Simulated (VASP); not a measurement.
A run of VASP 6.6.1 is set up as follows.

Contents of INCAR:

```
SYSTEM = ZrC
PREC = Accurate
ENCUT = 520
EDIFF = 1E-7
ISMEAR = -1
SIGMA = 0.05
LREAL = .FALSE.
LASPH = .TRUE.
NELM = 60
ALGO = Normal
ISIF = 2
LWAVE = .FALSE.
LCHARG = .TRUE.
GGA = PS
LELF = .TRUE.
LVHAR = .TRUE.
NBANDS = 15
```

The input KPOINTS:

```
regular mesh
0
G
  15 15 15
  0 0 0
```

Contents of POSCAR:

```
ZrC
1.0
    0.0000000000      2.3032058000      2.3502100000
    2.3032058000      0.0000000000      2.3502100000
    2.3032058000      2.3032058000      0.0000000000
Zr C
1 1
Direct
    0.5000000000      0.5000000000      0.5000000000
    0.0000000000      0.0000000000      0.0000000000
```

Potentials or basis: VASP PAW PBE potentials, release 64 (Zr_sv, C).

The run is started by

```bash
$ cat potpaw_PBE.64/Zr_sv/POTCAR potpaw_PBE.64/C/POTCAR > POTCAR
$ mpirun -np 1 vasp_std > vasp.out
```

(1) What does it give for the band gap on the k mesh?

(2) Estimate the pressure.

## Answers

(1) zero (bands 8 and 9 overlap by 1.39 eV).

(2) 5.6 GPa.

Caveat: the cell differs from its parent crystal (equal xx and yy strain of -2 %); the stress differs along the axes, from -0 to 8 GPa; the PAW data sets were made with another functional, which shifts forces and pressure a little.
